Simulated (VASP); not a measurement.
Wanted: the native input for a VASP 6.6.1 run.

- Task: single point
- Functional: PBEsol
- Potentials or basis: VASP PAW PBE potentials, release 64 (Zr_sv, N)
- Cutoff: 520 eV
- k mesh: 10 × 10 × 16
- Occupations: gaussian, width 0.15 eV
- Spin: no spin polarisation
- Dipole correction: no
- Further INCAR settings: ALGO = Normal; EDIFF = 1e-06; NBANDS = 38

The structure of Zr2N lies in POSCAR:

```
Zr2N
1.0
    5.6689843049      0.0000000000      0.0000000000
    0.0000000000      5.6689843049      0.0000000000
    0.0000000000      0.0000000000      2.9365805841
Zr N
4 2
Direct
    0.2962523428      0.2962523428      0.0000000000
    0.7037476572      0.7037476572      0.0000000000
    0.7962523428      0.2037476572      0.5000000000
    0.2037476572      0.7962523428      0.5000000000
    0.0000000000      0.0000000000      0.0000000000
    0.5000000000      0.5000000000      0.5000000000
```

This cell differs from its parent crystal: ratio of the length along z to the lengths across it x 0.85, volume and fractional coordinates fixed.

These files were run (other wordings do the same):

INCAR

```
  ALGO = Normal
  EDIFF = 1E-6
  ENCUT = 520
  GGA = PS
  ISIF = 2
  ISMEAR = 0
  LASPH = T
  LCHARG = F
  LREAL = F
  LWAVE = F
  NBANDS = 38
  NELM = 100
  PREC = Accurate
  SIGMA = 0.15
```

KPOINTS

```
k-points
0
Gamma
  10 10 16
```

Potentials or basis: VASP PAW PBE potentials, release 64 (Zr_sv, N).

Launch:

```sh
$ cat potpaw_PBE.64/Zr_sv/POTCAR potpaw_PBE.64/N/POTCAR > POTCAR
$ mpirun -np 1 vasp_std > vasp.out
```

It gave:

```json
{
 "Pressure": "2.8 GPa",
 "Largest force": "0.024 eV/Å",
 "Band gap on the k mesh": "zero (band 29 reaches 10.67 eV, above the bottom of band 30 at 9.21 eV)"
}
```

Caveat: the PAW data sets were made with another functional, which shifts forces and pressure a little.

Wall time 5 min on 1 thread of Intel(R) Xeon(R) 6975P-C (Granite Rapids) (shared host), peak memory 0.56 GiB.
